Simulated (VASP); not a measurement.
# HfSeS4 (F-43m) in VASP: single point with PBE

Aim: the single point of HfSeS4 with PBE.

Everything below comes from runs of VASP 6.6.1. Logs are shortened: lines on timing, memory, paths and dates and some standing lists are left out, and cuts for length are marked.

### Step 1. The cell of the first run

Symmetry: F-43m, No. 216, cubic system. The conventional cell has a = 8.303 Å, b = 8.303 Å, c = 8.303 Å, α = 90.00°, β = 90.00°, γ = 90.00°. Within 4.5 Å of Hf (site symmetry -43m) lie 12 S at 3.44 Å and 4 Se at 3.60 Å. Se (site symmetry -43m) has 12 S at 3.44 Å and 4 Hf at 3.60 Å within 4.5 Å. Within 3.9 Å of S (site symmetry 3m) lie 6 S at 2.93 to 2.94 Å and 3 Se at 3.44 Å and 3 Hf at 3.44 Å.

### Step 2. Single point, PBE

File INCAR:

```
SYSTEM = HfSeS4
ALGO = Normal
EDIFF = 1E-6
ENCUT = 520
GGA = PE
ISIF = 2
ISMEAR = 0
LASPH = .TRUE.
LCHARG = .TRUE.
LELF = .TRUE.
LREAL = .FALSE.
LVHAR = .TRUE.
LWAVE = .FALSE.
NBANDS = 29
NELM = 100
PREC = Accurate
SIGMA = 0.1
```

File KPOINTS:

```
k-points
0
G
  4 4 4
  0 0 0
```

File POSCAR:

```
HfSeS4
1.0
    0.0000000000      4.1515424200      4.1515424200
    4.1515424200      0.0000000000      4.1515424200
    4.1515424200      4.1515424200      0.0000000000
Hf Se S
1 1 4
Direct
    0.0000000000      0.0000000000      0.0000000000
    0.7500000000      0.7500000000      0.7500000000
    0.8746559600      0.3751146800      0.3751146800
    0.3751146800      0.3751146800      0.3751146800
    0.3751146800      0.8746559600      0.3751146800
    0.3751146800      0.3751146800      0.8746559600
```

Potentials or basis: VASP PAW PBE potentials, release 64 (Hf_pv, Se, S).

On the command line:

```sh
> cat potpaw_PBE.64/Hf_pv/POTCAR potpaw_PBE.64/Se/POTCAR potpaw_PBE.64/S/POTCAR > POTCAR
> mpirun -np 1 vasp_std > vasp.out
```

OUTCAR:

```text
SYSTEM = HfSeS4
   EDIFF = 1E-6
   ENCUT = 520
   GGA = PE
   ISIF = 2
   ISMEAR = 0
   LASPH = .TRUE.
   LREAL = .FALSE.
   NELM = 100
   PREC = Accurate

 ion  position               nearest neighbor table
   1  0.000  0.000  0.000-
   2  0.750  0.750  0.750-
   3  0.875  0.375  0.375-
   4  0.375  0.375  0.375-
   5  0.375  0.875  0.375-
   6  0.375  0.375  0.875-

  LATTYP: Found a face centered cubic cell.
 ALAT       =     8.3030848400

  Lattice vectors:

 A1 = (   0.0000000000,   4.1515424200,   4.1515424200)
 A2 = (   4.1515424200,   0.0000000000,   4.1515424200)
 A3 = (   4.1515424200,   4.1515424200,   0.0000000000)

Analysis of symmetry for initial positions (statically):
=====================================================================
 Subroutine PRICEL returns:
 Original cell was already a primitive cell.

 Routine SETGRP: Setting up the symmetry group for a
 face centered cubic supercell.

 Subroutine GETGRP returns: Found 24 space group operations
 (whereof 24 operations were pure point group operations)
 out of a pool of 48 trial point group operations.

The static configuration has the point symmetry T_d .

Analysis of symmetry for dynamics (positions and initial velocities):
=====================================================================
 Subroutine PRICEL returns:
 Original cell was already a primitive cell.

 Routine SETGRP: Setting up the symmetry group for a
 face centered cubic supercell.

 Subroutine GETGRP returns: Found 24 space group operations
 (whereof 24 operations were pure point group operations)
 out of a pool of 48 trial point group operations.

The dynamic configuration has the point symmetry T_d .

 Subroutine INISYM returns: Found 24 space group operations
 (whereof 24 operations are pure point group operations),
 and found     1 'primitive' translations

----------------------------------------------------------------------------------------

                                     Primitive cell

  volume of cell :     143.1062

  direct lattice vectors                    reciprocal lattice vectors
     0.000000000  4.151542420  4.151542420    -0.120437165  0.120437165  0.120437165
[... 76 lines left out ...]
   NELM   =    100;   NELMIN=  2; NELMDL= -5     # of ELM steps
   EDIFF  = 0.1E-05   stopping-criterion for ELM
   LREAL  =      F    real-space projection
   EDIFFG = 0.1E-04   stopping-criterion for IOM
   NSW    =      0    number of steps for IOM
   IBRION =     -1    ionic relax: 0-MD 1-quasi-New 2-CG
   NFREE  =      0    steps in history (QN), initial steepest desc. (CG)
   ISIF   =      2    stress and relaxation
   ISYM   =      2    0-nonsym 1-usesym 2-fastsym
   POTIM  = 0.5000    time-step for ionic-motion
   TEBEG  =    0.0;   TEEND  =   0.0 temperature during run
   PSTRESS=    0.0 pullay stress
   NELECT =      40.0000    total number of electrons
   NUPDOWN=      -1.0000    fix difference up-down
   EMIN   =  10.00;   EMAX   =-10.00  energy-range for DOS
   EFERMI =   0.00;   METHOD = LEGACY
   ISMEAR =     0;   SIGMA  =   0.10  broadening in eV -4-tet -1-fermi 0-gaus
   EFERMI_NEDOS =   21; number of points for ismear=-14 and -15
   IALGO  =     38    algorithm
   IMIX   =      4    mixing-type and parameters
     AMIX     =   0.40;   BMIX     =  1.00
     AMIX_MAG =   1.60;   BMIX_MAG =  1.00
  volume/ion in A,a.u.               =      23.85       160.95
  Fermi-wavevector in a.u.,A,eV,Ry     =   1.070390  2.022744 15.588666  1.145735
  Thomas-Fermi vector in A             =   2.206099
   LORBIT       =      0    0 simple, 1 ext, 2 COOP (PROOUT), +10 PAW based schemes
   GGA     = PE    functional components
   LHFCALC =     F    Hartree Fock is set to
   AEXX    =    0.0000 exact exchange contribution
   IVDW    =     0    specifies the selected vdW correction
   LEPSILON=     F    determine dielectric tensor
   LRPA    =     F    only Hartree local field effects (RPA)
 non-spin polarized calculation
 Gauss-broadening in eV      SIGMA  =   0.10
  energy-cutoff  :      520.00
  volume of cell :      143.11
 maximum number of plane-waves:      3895
 NGX is ok and might be reduce to    48
   NGX = 21   NGY = 21   NGZ = 21

 number of electron      39.9999999 magnetization

 Free energy of the ion-electron system (eV)
  ---------------------------------------------------
  ext. energy  EPLUGINS =         0.00000000
  ---------------------------------------------------
  free energy    TOTEN  =       -24.20727637 eV

  energy without entropy =      -24.16027785  energy(sigma->0) =      -24.18377711

 E-fermi :   3.5459     XC(G=0):  -9.6808

 val. band max:        3.5440157998   @ k =   0.5000   0.0000   0.0000
 cond. band min:       3.5505453881   @ k =   0.2500   0.0000   0.0000
 fundamental gap:      0.0065295883
 Fermi energy:         3.5459009746

 k-point     1 :       0.0000    0.0000    0.0000
  band No.  band energies     occupation
      1     -29.6144      2.00000
      2     -29.6144      2.00000
      3     -29.6144      2.00000
      4     -10.5363      2.00000
      5      -7.7791      2.00000
      6      -7.7258      2.00000
[... 245 lines left out ...]
     28       5.3783      0.00000
     29       5.6194      0.00000

------------------------ aborting loop because EDIFF is reached ----------------------------------------

  FORCE on cell =-STRESS in cart. coord.  units (eV):
  Direction    XX          YY          ZZ          XY          YZ          ZX
  --------------------------------------------------------------------------------------
  -------------------------------------------------------------------------------------
  Total      -13.2357638    -13.2357638    -13.2357638     -0.0000000      0.0000000     -0.0000000
  in kB     -148.1839456   -148.1839456   -148.1839456     -0.0000000      0.0000000     -0.0000000
  external PRESSURE =    -148.1839456 kB  Pullay stress =       0.0000000 kB

 VOLUME and BASIS-vectors are now :
 -----------------------------------------------------------------------------
  energy-cutoff  :      520.00
  volume of cell :      143.11
      direct lattice vectors                 reciprocal lattice vectors
     0.000000000  4.151542420  4.151542420    -0.120437165  0.120437165  0.120437165
     4.151542420  0.000000000  4.151542420     0.120437165 -0.120437165  0.120437165
     4.151542420  4.151542420  0.000000000     0.120437165  0.120437165 -0.120437165

 POSITION                                       TOTAL-FORCE (eV/Angst)
 -----------------------------------------------------------------------------------
      0.00000      0.00000      0.00000         0.000000      0.000000      0.000000
      6.22731      6.22731      6.22731         0.000000      0.000000      0.000000
      3.11461      5.18848      5.18848        -0.113837      0.113837      0.113837
      3.11461      3.11461      3.11461        -0.113837     -0.113837     -0.113837
      5.18848      3.11461      5.18848         0.113837     -0.113837      0.113837
      5.18848      5.18848      3.11461         0.113837      0.113837     -0.113837
 -----------------------------------------------------------------------------------
    total drift:                               -0.000000     -0.000000     -0.000000

  FREE ENERGIE OF THE ION-ELECTRON SYSTEM (eV)
  ---------------------------------------------------
  free  energy   TOTEN  =       -24.2072763709 eV

  energy  without entropy=      -24.1602778455  energy(sigma->0) =      -24.18377711
```

OSZICAR:

```text
N       E                     dE             d eps       ncg     rms          rms(c)
DAV:   1     0.188444665809E+03    0.18844E+03   -0.17836E+04   480   0.119E+03
DAV:   2    -0.129017927393E+02   -0.20135E+03   -0.19560E+03   593   0.232E+02
DAV:   3    -0.283839704443E+02   -0.15482E+02   -0.15131E+02   608   0.569E+01
DAV:   4    -0.286546334265E+02   -0.27066E+00   -0.26987E+00   545   0.886E+00
DAV:   5    -0.286601925256E+02   -0.55591E-02   -0.55578E-02   566   0.126E+00    0.147E+01
DAV:   6    -0.244394281312E+02    0.42208E+01   -0.53179E+00   485   0.858E+00    0.136E+01
DAV:   7    -0.243108822482E+02    0.12855E+00   -0.12249E+00   513   0.370E+00    0.977E+00
DAV:   8    -0.242654810814E+02    0.45401E-01   -0.78547E-01   526   0.291E+00    0.503E+00
DAV:   9    -0.242166915379E+02    0.48790E-01   -0.28987E-01   544   0.182E+00    0.665E-01
DAV:  10    -0.242416198962E+02   -0.24928E-01   -0.18568E-01   505   0.130E+00    0.989E-01
DAV:  11    -0.242070536157E+02    0.34566E-01   -0.98686E-02   482   0.805E-01    0.391E-01
DAV:  12    -0.242076140860E+02   -0.56047E-03   -0.42247E-03   527   0.246E-01    0.144E-01
DAV:  13    -0.242073989085E+02    0.21518E-03   -0.22161E-03   480   0.144E-01    0.758E-02
DAV:  14    -0.242072819652E+02    0.11694E-03   -0.48459E-04   464   0.665E-02    0.189E-02
DAV:  15    -0.242072801919E+02    0.17733E-05   -0.12499E-05   466   0.157E-02    0.173E-02
DAV:  16    -0.242072778642E+02    0.23277E-05   -0.18503E-06   356   0.607E-03    0.757E-03
DAV:  17    -0.242072764142E+02    0.14500E-05   -0.27363E-06   336   0.513E-03    0.200E-03
DAV:  18    -0.242072763709E+02    0.43331E-07   -0.20710E-07   232   0.223E-03
   1 F= -.24207276E+02 E0= -.24183777E+02  d E =-.469985E-01
```

Wall time 34 s (1 thread of Intel Xeon 6975P-C (Granite Rapids), shared host); peak memory 0.32 GiB.

What came out:

```
Free energy            : -24.2073 eV
Pressure               : -14.8 GPa
Largest force          : 0.197 eV/Å
Band gap on the k mesh : zero (band 20 reaches 4.23 eV, above the bottom of band 21 at 3.11 eV)
```

Forces in eV/Å, atoms in the order of the input:
```
Hf   0.000  0.000  0.000
Se   0.000  0.000  0.000
S   -0.114  0.114  0.114
S   -0.114 -0.114 -0.114
S    0.114 -0.114  0.114
S    0.114  0.114 -0.114
```

Caveat: spin-orbit coupling is left out, which moves the levels of the heavy elements.
